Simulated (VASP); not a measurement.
# PbS (zincblende type) (F-43m) in VASP: notebook

PbS (zincblende type) is run at these levels: PBE; tasks: single point, relaxation of cell and atoms.

All numbers are computed with VASP 6.6.1; they aren't measurements. Logs are shortened: lines on timing, memory, paths and dates and some standing lists are left out, and cuts for length are marked.

## 1. The cell of the first run

The structure is cubic, space group F-43m (No. 216). The conventional cell has a = 5.960 Å, b = 5.960 Å, c = 5.960 Å, α = 90.00°, β = 90.00°, γ = 90.00°. Within 3.4 Å of Pb (site symmetry -43m) lie 4 S at 2.58 Å. S (site symmetry -43m) has 4 Pb at 2.58 Å within 3.4 Å.

## 2. Single point, PBE

INCAR reads:

```
PREC     = Accurate       # precision mode
ENCUT    = 520            # plane-wave cutoff, eV
EDIFF    = 1E-6           # SCF threshold, eV
ISMEAR   = -1             # smearing method
SIGMA    = 0.08           # smearing width, eV
LREAL    = False          # projectors in reciprocal space
LASPH    = True           # aspherical terms in the spheres
NELM     = 80             # most SCF steps
ALGO     = Normal         # electronic algorithm
ISIF     = 2              # what is computed and relaxed
LWAVE    = False          # write WAVECAR
LCHARG   = True           # write CHGCAR
GGA      = PE             # functional
LELF     = True           # ELF
LVHAR    = True         
NBANDS   = 17             # bands
```

KPOINTS reads:

```
regular mesh
0
Gamma
  12 12 12
```

POSCAR reads:

```
PbS
1.0
    0.0000000000      2.9802262021      2.9802262021
    2.9802262021      0.0000000000      2.9802262021
    2.9802262021      2.9802262021      0.0000000000
Pb S
1 1
Direct
    0.0000000000      0.0000000000      0.0000000000
    0.2500000000      0.2500000000      0.2500000000
```

Potentials or basis: VASP PAW PBE potentials, release 64 (Pb_d, S).

Started as:

```bash
> cat potpaw_PBE.64/Pb_d/POTCAR potpaw_PBE.64/S/POTCAR > POTCAR
> mpirun -np 1 vasp_std > vasp.out
```

OUTCAR:

```text
PREC = Accurate
   ENCUT = 520
   EDIFF = 1E-6
   ISMEAR = -1
   LREAL = False
   LASPH = True
   NELM = 80
   ISIF = 2
   GGA = PE

 ion  position               nearest neighbor table
   1  0.000  0.000  0.000-   2 2.58   2 2.58   2 2.58   2 2.58
   2  0.250  0.250  0.250-   1 2.58   1 2.58   1 2.58   1 2.58

  LATTYP: Found a face centered cubic cell.
 ALAT       =     5.9604524042

  Lattice vectors:

 A1 = (   0.0000000000,   2.9802262021,   2.9802262021)
 A2 = (   2.9802262021,   0.0000000000,   2.9802262021)
 A3 = (   2.9802262021,   2.9802262021,   0.0000000000)

Analysis of symmetry for initial positions (statically):
=====================================================================
 Subroutine PRICEL returns:
 Original cell was already a primitive cell.

 Routine SETGRP: Setting up the symmetry group for a
 face centered cubic supercell.

 Subroutine GETGRP returns: Found 24 space group operations
 (whereof 24 operations were pure point group operations)
 out of a pool of 48 trial point group operations.

The static configuration has the point symmetry T_d .

Analysis of symmetry for dynamics (positions and initial velocities):
=====================================================================
 Subroutine PRICEL returns:
 Original cell was already a primitive cell.

 Routine SETGRP: Setting up the symmetry group for a
 face centered cubic supercell.

 Subroutine GETGRP returns: Found 24 space group operations
 (whereof 24 operations were pure point group operations)
 out of a pool of 48 trial point group operations.

The dynamic configuration has the point symmetry T_d .

 Subroutine INISYM returns: Found 24 space group operations
 (whereof 24 operations are pure point group operations),
 and found     1 'primitive' translations

----------------------------------------------------------------------------------------

                                     Primitive cell

  volume of cell :      52.9392

  direct lattice vectors                    reciprocal lattice vectors
     0.000000000  2.980226202  2.980226202    -0.167772500  0.167772500  0.167772500
     2.980226202  0.000000000  2.980226202     0.167772500 -0.167772500  0.167772500
     2.980226202  2.980226202  0.000000000     0.167772500  0.167772500 -0.167772500

  length of vectors
     4.214676314  4.214676314  4.214676314     0.290590494  0.290590494  0.290590494

  position of ions in fractional coordinates (direct lattice)
     0.000000000  0.000000000  0.000000000
     0.250000000  0.250000000  0.250000000

  ion indices of the primitive-cell ions
   primitive index   ion index
                 1           1
                 2           2

----------------------------------------------------------------------------------------

 KPOINTS: regular mesh

Automatic generation of k-mesh.
 Grid dimensions read from file:
 generate k-points for:   12   12   12

 Generating k-lattice:

  Cartesian coordinates                     Fractional coordinates (reciprocal lattice)
    -0.013981042  0.013981042  0.013981042     0.083333333  0.000000000  0.000000000
     0.013981042 -0.013981042  0.013981042     0.000000000  0.083333333  0.000000000
     0.013981042  0.013981042 -0.013981042     0.000000000  0.000000000  0.083333333

  Length of vectors
     0.024215874  0.024215874  0.024215874

  Shift w.r.t. Gamma in fractional coordinates (k-lattice)
     0.000000000  0.000000000  0.000000000

 Subroutine IBZKPT returns following result:
 ===========================================

 Found     72 irreducible k-points:

 Following reciprocal coordinates:
            Coordinates               Weight
  0.000000  0.000000  0.000000      1.000000
  0.083333  0.000000  0.000000      8.000000
  0.166667  0.000000  0.000000      8.000000
  0.250000  0.000000  0.000000      8.000000
  0.333333  0.000000  0.000000      8.000000
  0.416667  0.000000  0.000000      8.000000
[... 16 lines left out ...]
  0.500000  0.166667  0.000000     24.000000
 -0.416667  0.166667  0.000000     24.000000
 [... further k-points ...]
   k-points           NKPTS =     72   k-points in BZ     NKDIM =     72   number of bands    NBANDS=     17
   number of dos      NEDOS =    301   number of ions     NIONS =      2
   total plane-waves  NPLWV =  32768
   dimension x,y,z NGX =    32 NGY =   32 NGZ =   32
   dimension x,y,z NGXF=    64 NGYF=   64 NGZF=   64
   ions per type =               1   1
   NGX,Y,Z   is equivalent  to a cutoff of  12.62, 12.62, 12.62 a.u.
   NGXF,Y,Z  is equivalent  to a cutoff of  25.24, 25.24, 25.24 a.u.
 SYSTEM =  unknown system
   PREC   = accura    normal or accurate (medium, high low for compatibility)
   ISTART =      0    job   : 0-new  1-cont  2-samecut
   ICHARG =      2    charge: 1-file 2-atom 10-const
   ISPIN  =      1    spin polarized calculation?
   LNONCOLLINEAR =      F non collinear calculations
   LSORBIT =      F    spin-orbit coupling
   LASPH  =      T    aspherical Exc in radial PAW
   ENCUT  =  520.0 eV  38.22 Ry    6.18 a.u.   7.84  7.84  7.84*2*pi/ulx,y,z
   NELM   =     80;   NELMIN=  2; NELMDL= -5     # of ELM steps
   EDIFF  = 0.1E-05   stopping-criterion for ELM
   LREAL  =      F    real-space projection
   EDIFFG = 0.1E-04   stopping-criterion for IOM
   NSW    =      0    number of steps for IOM
   IBRION =     -1    ionic relax: 0-MD 1-quasi-New 2-CG
   NFREE  =      0    steps in history (QN), initial steepest desc. (CG)
   ISIF   =      2    stress and relaxation
   ISYM   =      2    0-nonsym 1-usesym 2-fastsym
   POTIM  = 0.5000    time-step for ionic-motion
   TEBEG  =    0.0;   TEEND  =   0.0 temperature during run
   PSTRESS=    0.0 pullay stress
   NELECT =      20.0000    total number of electrons
   NUPDOWN=      -1.0000    fix difference up-down
   EMIN   =  10.00;   EMAX   =-10.00  energy-range for DOS
   EFERMI =   0.00;   METHOD = LEGACY
   ISMEAR =    -1;   SIGMA  =   0.08  broadening in eV -4-tet -1-fermi 0-gaus
   EFERMI_NEDOS =   21; number of points for ismear=-14 and -15
   IALGO  =     38    algorithm
   IMIX   =      4    mixing-type and parameters
     AMIX     =   0.40;   BMIX     =  1.00
     AMIX_MAG =   1.60;   BMIX_MAG =  1.00
  volume/ion in A,a.u.               =      26.47       178.63
  Fermi-wavevector in a.u.,A,eV,Ry     =   1.183475  2.236443 19.056484  1.400612
  Thomas-Fermi vector in A             =   2.319708
   LORBIT       =      0    0 simple, 1 ext, 2 COOP (PROOUT), +10 PAW based schemes
   GGA     = PE    functional components
   LHFCALC =     F    Hartree Fock is set to
   AEXX    =    0.0000 exact exchange contribution
   IVDW    =     0    specifies the selected vdW correction
   LEPSILON=     F    determine dielectric tensor
   LRPA    =     F    only Hartree local field effects (RPA)
 non-spin polarized calculation
  energy-cutoff  :      520.00
  volume of cell :       52.94
 maximum number of plane-waves:      1458
   NGX = 15   NGY = 15   NGZ = 15

 number of electron      20.0000000 magnetization

 Free energy of the ion-electron system (eV)
  ---------------------------------------------------
  ext. energy  EPLUGINS =         0.00000000
  ---------------------------------------------------
  free energy    TOTEN  =        -7.32791067 eV

  energy without entropy =       -7.31878307  energy(sigma->0) =       -7.32334687

 E-fermi :   6.3290     XC(G=0):  -9.3216

 val. band max:        6.2352863231   @ k =  -0.3333   0.4167   0.1667
 cond. band min:       6.3582465571   @ k =   0.5000   0.4167   0.0000
 fundamental gap:      0.1229602341
 Fermi energy:         6.3290477956

 k-point     1 :       0.0000    0.0000    0.0000
  band No.  band energies     occupation
      1     -10.9615      2.00000
      2     -10.9615      2.00000
      3     -10.9615      2.00000
      4     -10.8125      2.00000
      5     -10.8125      2.00000
      6      -8.8237      2.00000
[... 9 lines left out ...]
     16      14.7012      0.00000
     17      15.9649      0.00000

 k-point     2 :       0.0833    0.0000    0.0000
  band No.  band energies     occupation
      1     -10.9756      2.00000
      2     -10.9582      2.00000
      3     -10.9582      2.00000
      4     -10.8125      2.00000
      5     -10.8125      2.00000
      6      -8.7474      2.00000
[... 9 lines left out ...]
     16      14.2933      0.00000
     17      15.6043      0.00000

 k-point     3 :       0.1667    0.0000    0.0000
  band No.  band energies     occupation
      1     -11.0117      2.00000
      2     -10.9495      2.00000
      3     -10.9495      2.00000
      4     -10.8119      2.00000
      5     -10.8119      2.00000
      6      -8.5294      2.00000
[... 9 lines left out ...]
     16      13.8360      0.00000
     17      15.3460      0.00000

 k-point     4 :       0.2500    0.0000    0.0000
  band No.  band energies     occupation
      1     -11.0568      2.00000
      2     -10.9390      2.00000
      3     -10.9390      2.00000
      4     -10.8097      2.00000
      5     -10.8097      2.00000
      6      -8.2005      2.00000
[... 9 lines left out ...]
     16      13.7268      0.00000
     17      16.2331      0.00000
[... 343 lines left out ...]
      1     -11.1330      2.00000
      2     -10.9166      2.00000
      3     -10.9085      2.00000
      4     -10.8216      2.00000
      5     -10.7951      2.00000
      6      -7.4923      2.00000
[... 9 lines left out ...]
     16      15.2853      0.00000
     17      16.5754      0.00000

 k-point    23 :       0.5000    0.1667    0.0000
  band No.  band energies     occupation
      1     -11.1473      2.00000
      2     -10.9156      2.00000
      3     -10.9063      2.00000
      4     -10.8150      2.00000
      5     -10.7964      2.00000
      6      -7.2219      2.00000
[... 9 lines left out ...]
     16      15.3264      0.00000
     17      15.8635      0.00000

 k-point    24 :      -0.4167    0.1667    0.0000
  band No.  band energies     occupation
      1     -11.1472      2.00000
      2     -10.9163      2.00000
      3     -10.9081      2.00000
      4     -10.8086      2.00000
      5     -10.8018      2.00000
      6      -7.1802      2.00000
[... 9 lines left out ...]
     16      15.0388      0.00000
     17      16.1952      0.00000

 [... further k-points ...]

------------------------ aborting loop because EDIFF is reached ----------------------------------------

  FORCE on cell =-STRESS in cart. coord.  units (eV):
  Direction    XX          YY          ZZ          XY          YZ          ZX
  --------------------------------------------------------------------------------------
  -------------------------------------------------------------------------------------
  Total        7.2429817      7.2429817      7.2429817      0.0000000     -0.0000000     -0.0000000
  in kB      219.2049168    219.2049168    219.2049168      0.0000000     -0.0000000     -0.0000000
  external PRESSURE =     219.2049168 kB  Pullay stress =       0.0000000 kB

 VOLUME and BASIS-vectors are now :
 -----------------------------------------------------------------------------
  energy-cutoff  :      520.00
  volume of cell :       52.94
      direct lattice vectors                 reciprocal lattice vectors
     0.000000000  2.980226202  2.980226202    -0.167772500  0.167772500  0.167772500
     2.980226202  0.000000000  2.980226202     0.167772500 -0.167772500  0.167772500
     2.980226202  2.980226202  0.000000000     0.167772500  0.167772500 -0.167772500

 POSITION                                       TOTAL-FORCE (eV/Angst)
 -----------------------------------------------------------------------------------
      0.00000      0.00000      0.00000        -0.000000      0.000000      0.000000
      1.49011      1.49011      1.49011         0.000000     -0.000000     -0.000000
 -----------------------------------------------------------------------------------
    total drift:                                0.000000      0.000000      0.000000

  FREE ENERGIE OF THE ION-ELECTRON SYSTEM (eV)
  ---------------------------------------------------
  free  energy   TOTEN  =        -7.3279106709 eV

  energy  without entropy=       -7.3187830653  energy(sigma->0) =       -7.32334687
```

It took 65 s on 1 thread of Intel Xeon 8259CL, shared host; peak memory 0.21 GiB.

What came out:

* Free energy: -7.3279 eV
* Pressure: 21.9 GPa
* Band gap on the k mesh: zero (bands 10 and 11 overlap by 0.28 eV)

Levels at points of the mesh, in eV from the Fermi level:
```tsv
k point	band 8	band 9	band 10	band 11	band 12	band 13
(0.00, 0.00, 0.00)	-2.90	-2.90	-2.90	2.04	2.04	2.04
(0.50, 0.00, 0.00)	-3.70	-3.70	-2.53	2.91	2.91	3.99
(0.50, 0.50, 0.00)	-4.77	-4.77	-0.83	-0.19	5.80	6.20
```

Caveat: the cell stands under pressure; semilocal functionals underestimate gaps, and a narrow one can read as zero; spin-orbit coupling is left out, which moves the levels of the heavy elements.

## 3. Relaxation of cell and atoms, PBE, target pressure 22 GPa, at which the enthalpy is minimised

This run uses another cell than the first one, of 23.63 Å³/atom.

INCAR reads:

```
PREC = Accurate
ENCUT = 600
EDIFF = 1E-6
ISMEAR = -1
SIGMA = 0.08
LREAL = False
LASPH = True
NELM = 100
ALGO = Normal
ISIF = 3
LWAVE = False
LCHARG = False
GGA = PE
IBRION = 2
NSW = 60
EDIFFG = -0.005
PSTRESS = 220.0
```

KPOINTS reads:

```
Automatic mesh
0
Gamma
  12 12 12
```

POSCAR reads:

```
PbS
1.0
    0.0000000000      2.8696039768      2.8696039768
    2.8696039768      0.0000000000      2.8696039768
    2.8696039768      2.8696039768      0.0000000000
Pb S
1 1
Direct
    0.0000000000      0.0000000000      0.0000000000
    0.2500000000      0.2500000000      0.2500000000
```

Potentials or basis: VASP PAW PBE potentials, release 64 (Pb_d, S).

Started as:

```bash
> cat potpaw_PBE.64/Pb_d/POTCAR potpaw_PBE.64/S/POTCAR > POTCAR
> mpirun -np 1 vasp_std > vasp.out
```

Wall time 9.2 min (1 thread of Intel Xeon 8259CL, shared host); peak memory 0.23 GiB.

It converged, with:

```yaml
Free_energy: -7.3228 eV
Relaxed_volume: 26.45 Å³/atom
Relaxed_cell: a = 4.214 Å, b = 4.214 Å, c = 4.214 Å, α = 60.00°, β = 60.00°, γ = 60.00°
Space_group_after_relaxing_to_0.1_Å: F-43m (No. 216)
Energy_change_on_relaxing_the_run_minimises_the_enthalpy: -502.9 meV/atom
Ionic_steps: 16
Pressure_after_relaxing: 22.0 GPa
Band_gap_on_the_k_mesh: zero (bands 10 and 11 overlap by 0.28 eV)
```

The path:
| step | energy change (eV) | largest force (eV/Å) | pressure (GPa) | volume (Å³) |
| --- | --- | --- | --- | --- |
| 1 | 0.0000 | 0.0000 | 36.04 | 47.26 |
| 2 | -1.8704 | 0.0000 | 7.45 | 62.88 |
| 3 | -1.0413 | 0.0000 | 21.48 | 53.17 |
| 4 | -1.0078 | 0.0000 | 21.97 | 52.92 |
| 5 | -0.9916 | 0.0000 | 22.21 | 52.81 |
| 6 | -0.9921 | 0.0000 | 22.24 | 52.81 |
| 7 | -0.9937 | 0.0000 | 22.18 | 52.82 |
| 8 | -0.9937 | 0.0000 | 22.18 | 52.82 |
| 9 | -0.9938 | 0.0000 | 22.18 | 52.82 |
| 10 | -0.9939 | 0.0000 | 22.18 | 52.82 |
| 11 | -0.9940 | 0.0000 | 22.19 | 52.82 |
| 12 | -0.9944 | 0.0000 | 22.19 | 52.83 |
| 13 | -0.9952 | 0.0000 | 22.16 | 52.83 |
| 14 | -0.9967 | 0.0000 | 22.14 | 52.84 |
| 15 | -0.9998 | 0.0000 | 22.10 | 52.86 |
| 16 | -1.0059 | 0.0000 | 22.03 | 52.91 |

Final structure:
```xyz
2
Lattice="0.0000 2.9797 2.9797 2.9797 0.0000 2.9797 2.9797 2.9797 0.0000" Properties=species:S:1:pos:R:3 pbc="T T T"
Pb    0.0000    0.0000    0.0000
S     1.4898    1.4898    1.4898
```

Levels at points of the mesh, in eV from the Fermi level:
```
           k point  band 7  band 8  band 9  band 10  band 11  band 12  band 13  band 14
(0.00, 0.00, 0.00)   -5.25   -2.90   -2.90    -2.90     2.04     2.04     2.04     5.44
(0.50, 0.00, 0.00)   -9.14   -3.70   -3.70    -2.53     2.91     2.91     3.99     6.82
(0.50, 0.50, 0.00)   -9.63   -4.78   -4.78    -0.83    -0.20     5.80     6.21     6.21
```

Caveat: the cell is relaxed towards a set pressure, so the run minimises the enthalpy, not the energy; semilocal functionals underestimate gaps, and a narrow one can read as zero; spin-orbit coupling is left out, which moves the levels of the heavy elements.

The gap in the log of VASP goes by the Fermi energy; the results here count the filled bands.